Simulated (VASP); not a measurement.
Wanted: the native input for a VASP 6.6.1 run.

```yaml
Task: single point
Functional: PBEsol
Potentials_or_basis: VASP PAW PBE potentials, release 64 (Al, Ti_sv)
Cutoff: 520 eV
k_mesh: 1 × 1 × 1
Occupations: fermi-dirac, width 0.1 eV
Spin: no spin polarisation
Dipole_correction: no
Further_INCAR_settings: LREAL = Auto; ALGO = Normal; EDIFF = 1e-06; NBANDS = 66
```

The structure of TiAl27 lies in POSCAR:

```
TiAl27
1.0
    8.5913470000      0.0000000000      0.0000000000
    0.0000000000      8.5913470000      0.0000000000
    0.0000000000      0.0000000000     15.0500000000
Al Ti
27 1
Direct
    0.0000000000      0.0000000000      0.0664451827
    0.3333353897      0.0000000000      0.0664451827
    0.6666707793      0.0000000000      0.0664451827
    0.0000000000      0.3333353897      0.0664451827
    0.3333353897      0.3333353897      0.0664451827
    0.6666707793      0.3333353897      0.0664451827
    0.0000000000      0.6666707793      0.0664451827
    0.3333353897      0.6666707793      0.0664451827
    0.6666707793      0.6666707793      0.0664451827
    0.1560640025      0.1843482751      0.1970897010
    0.5047520488      0.1529096660      0.1893820598
    0.8234098797      0.1845112297      0.1861727575
    0.1471014964      0.4869550724      0.1948903654
    0.4803670484      0.5309644693      0.1943521595
    0.8223972329      0.5032156192      0.1770830565
    0.1524673605      0.8325469801      0.1742923588
    0.5010040917      0.8386112213      0.1916611296
    0.7795983563      0.8026448006      0.2179800664
    0.0223015087     -0.0075773915      0.3291162791
    0.3531227408      0.0005936205      0.3175880399
    0.7006235460      0.0179250122      0.3180598007
    0.0455807454      0.3502943136      0.3417076412
    0.3819307962      0.3690573783      0.3274352159
    0.7140440259      0.3384801010      0.3196345515
    0.0026072745      0.6615027888      0.3021063123
    0.2773255463      0.7100981953      0.3415083056
    0.5905476755      0.6281436427      0.3644584718
    0.8218385313      0.8004914712      0.4163455150
```

One way to write it, as run:

INCAR

```
SYSTEM = TiAl27
PREC = Accurate
ENCUT = 520
EDIFF = 1E-6
ISMEAR = -1
SIGMA = 0.1
LREAL = Auto
LASPH = .TRUE.
NELM = 60
ALGO = Normal
ISIF = 2
LWAVE = .FALSE.
LCHARG = .TRUE.
GGA = PS
LELF = .TRUE.
LVHAR = .TRUE.
NBANDS = 66
```

KPOINTS

```
Automatic mesh
0
G
  1 1 1
  0 0 0
```

Potentials or basis: VASP PAW PBE potentials, release 64 (Al, Ti_sv).

Run with:

```console
$ cat potpaw_PBE.64/Al/POTCAR potpaw_PBE.64/Ti_sv/POTCAR > POTCAR
$ mpirun -np 1 vasp_gam > vasp.out
```

It gave:

| Item | Value |
| --- | --- |
| Largest force | 1.604 eV/Å |
| Band gap on the k mesh | zero (an odd number of electrons rules out a gap without spin polarisation) |

Caveat: the k points lie up to 0.73 Å⁻¹ apart, too coarse for converged energies and pressures of a metal; the atoms stand as in a frame of molecular dynamics; there is no dipole correction, which matters where the two faces differ; the PAW data sets were made with another functional, which shifts forces and pressure a little.

Run time: 5.7 min on 1 thread of Intel Xeon 8259CL, with other jobs on the host, peak memory 0.77 GiB.
